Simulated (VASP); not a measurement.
A run of VASP 6.6.1 is set up as follows.

Contents of POSCAR:

```
PbS
1.0
    3.6778561224      0.0000000000      0.0000000000
    0.0000000000      3.6778561224      0.0000000000
    0.0000000000      0.0000000000      3.6778561224
Pb S
1 1
Direct
    0.0000000000      0.0000000000      0.0000000000
    0.5000000000      0.5000000000      0.5000000000
```

Contents of INCAR.step1:

```
SYSTEM = PbS
  PREC = Accurate
  ENCUT = 520
  EDIFF = 1E-5
  ISMEAR = -1
  SIGMA = 0.05
  LREAL = .False.
  LASPH = .True.
  NELM = 80
  ALGO = Normal
  ISIF = 2
  LWAVE = .True.
  LCHARG = .False.
  GGA = PE
  NBANDS = 17
```

Contents of INCAR.step2:

```
SYSTEM = PbS
  PREC = Accurate
  ENCUT = 520
  EDIFF = 1E-6
  ISMEAR = -1
  SIGMA = 0.05
  LREAL = .False.
  LASPH = .True.
  NELM = 80
  ALGO = Normal
  ISIF = 2
  LWAVE = .False.
  LCHARG = .False.
  GGA = PE
  LHFCALC = .True.
  AEXX = 0.25
  PRECFOCK = Normal
  ISTART = 1
  NBANDS = 17
```

Contents of KPOINTS:

```
regular mesh
0
Gamma
  4 4 4
  0 0 0
```

Potentials or basis: VASP PAW PBE potentials, release 64 (Pb_d, S).

Run with:

```console
$ cat potpaw_PBE.64/Pb_d/POTCAR potpaw_PBE.64/S/POTCAR > POTCAR
$ cp INCAR.step1 INCAR
$ mpirun -np 1 vasp_std > vasp.out
$ cp INCAR.step2 INCAR
$ mpirun -np 1 vasp_std > vasp.out
```

(1) What does it give for the band gap on the k mesh?

(2) What does it give for the pressure?

## Answers

(1) zero (band 10 reaches 5.73 eV, above the bottom of band 11 at 5.16 eV).

(2) -3.8 GPa.

Caveat: the k points lie up to 0.43 Å⁻¹ apart; the PAW data sets were made with another functional, which shifts forces and pressure a little; spin-orbit coupling is left out, which moves the levels of the heavy elements.
